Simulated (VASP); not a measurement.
Input of a VASP 6.6.1 run:

File INCAR:

```
SYSTEM = WC
PREC = Accurate
ENCUT = 520
EDIFF = 1E-7
ISMEAR = -1
SIGMA = 0.08
LREAL = .FALSE.
LASPH = .TRUE.
NELM = 100
ALGO = Normal
ISIF = 2
LWAVE = .FALSE.
LCHARG = .FALSE.
GGA = PS
NBANDS = 16
```

Contents of KPOINTS:

```
Automatic mesh
0
G
  14 14 12
  0 0 0
```

POSCAR

```
WC
1.0
    2.8987859516      0.0000000000      0.0000000000
   -1.4493929758      2.5104222742      0.0000000000
    0.0000000000      0.0000000000      2.8274216361
W C
1 1
Direct
    0.0000000000      0.0000000000      0.0000000000
    0.6666666667      0.3333333333      0.5000000000
```

Potentials or basis: VASP PAW PBE potentials, release 64 (W_sv, C).

Command:

```sh
$ cat potpaw_PBE.64/W_sv/POTCAR potpaw_PBE.64/C/POTCAR > POTCAR
$ mpirun -np 1 vasp_std > vasp.out
```

(1) What does it give for the band gap on the k mesh?

(2) What does it give for the pressure?

## Answers

(1) zero (bands 9 and 10 overlap by 1.27 eV).

(2) 1.3 GPa.

Caveat: the PAW data sets were made with another functional, which shifts forces and pressure a little; spin-orbit coupling is left out, which moves the levels of the heavy elements.
